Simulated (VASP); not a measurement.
Set up this calculation in VASP 6.6.1, as the native input.

```yaml
Task: single point
Functional: PBEsol
Potentials_or_basis: VASP PAW PBE potentials, release 64 (Rh_pv, C)
Cutoff: 520 eV
k_mesh: 12 × 12 × 12
Occupations: gaussian, width 0.05 eV
Spin: no spin polarisation
Dipole_correction: no
Further_INCAR_settings: ALGO = Normal; EDIFF = 1e-07; NBANDS = 18
```

The structure of RhC2 lies in POSCAR:

```
RhC2
1.0
    0.0000000000      2.5144867917      2.4412493123
    2.4412493123      0.0000000000      2.4412493123
    2.4412493123      2.5144867917      0.0000000000
Rh C
1 2
Direct
    0.0000000000      0.0000000000      0.0000000000
    0.2500000000      0.2500000000      0.2500000000
    0.7500000000      0.7500000000      0.7500000000
```

The input as run:

INCAR

```
SYSTEM = RhC2
PREC = Accurate
ENCUT = 520
EDIFF = 1E-7
ISMEAR = 0
SIGMA = 0.05
LREAL = .FALSE.
LASPH = .TRUE.
NELM = 80
ALGO = Normal
ISIF = 2
LWAVE = .FALSE.
LCHARG = .FALSE.
GGA = PS
NBANDS = 18
```

KPOINTS

```
regular mesh
0
G
  12 12 12
  0 0 0
```

Potentials or basis: VASP PAW PBE potentials, release 64 (Rh_pv, C).

Launch:

```bash
$ cat potpaw_PBE.64/Rh_pv/POTCAR potpaw_PBE.64/C/POTCAR > POTCAR
$ mpirun -np 1 vasp_std > vasp.out
```

Results of the run:

The pressure is -7.9 GPa and the band gap on the k mesh is zero (an odd number of electrons rules out a gap without spin polarisation).

Caveat: the cell stands under tension; the PAW data sets were made with another functional, which shifts forces and pressure a little.

It took 120 s on 1 thread of Intel Xeon 8259CL, with other jobs on the host, peak memory 0.22 GiB.
